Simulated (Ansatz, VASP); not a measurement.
# One calculation of MgBe2SO2, two programs

```
Mg Be S O
1.0
     3.30702    0.00000    0.00000
     0.00000    3.30702    0.00000
     0.00000    0.00000    5.65427
Mg Be S O
1 2 1 2
Direct
  0.00000 0.00000 0.17470
  0.50000 0.00000 0.99405
  0.00000 0.50000 0.99405
  0.50000 0.50000 0.83264
  0.00000 0.00000 0.63213
  0.50000 0.50000 0.37103
```

Change from the starting cell: species swapped into the LaGdCl2O2 type (P4mm, No. 99).

Alike in both runs: task relaxation of cell and atoms; functional PBE; k mesh 6 × 6 × 4; occupations gaussian, width 0.1 eV; collinear spin.

|  | VASP | Ansatz |
| --- | --- | --- |
| version | VASP 6.6.1 | Ansatz 0.2.0 |
| potentials or method | VASP PAW PBE potentials, release 64 (Mg, Be, S, O), cutoff 600 eV | scalar-relativistic, plane waves, PAW |
| valence electrons in the cell | 24 | 32 |

|  | VASP | Ansatz | Ansatz less VASP |
| --- | --- | --- | --- |
| gap on the k mesh at the Fermi level, each at its own relaxed structure (eV) | none | none | - |
| net moment per atom (μB) | 0.13 | 0.13 | +0.003 |
| size of the moment on the site where the two differ most (μB) | 0.71 | 0.79 | +0.074 |
| relaxed volume (Å³/atom) | 11.80 | 12.18 | +0.384 |
| relaxed cell length with the largest relative difference (Å) | 7.290 | 7.560 | +0.2708 |

Site moments also hang on the region over which each program counts them. A gap of «none» marks a metal or a gap that the smearing closes. VASP's potentials hold 24 valence electrons a cell and Ansatz's 32, so a difference there can come from the potentials and not from the codes. Ansatz's warnings: cell relax basis refresh.
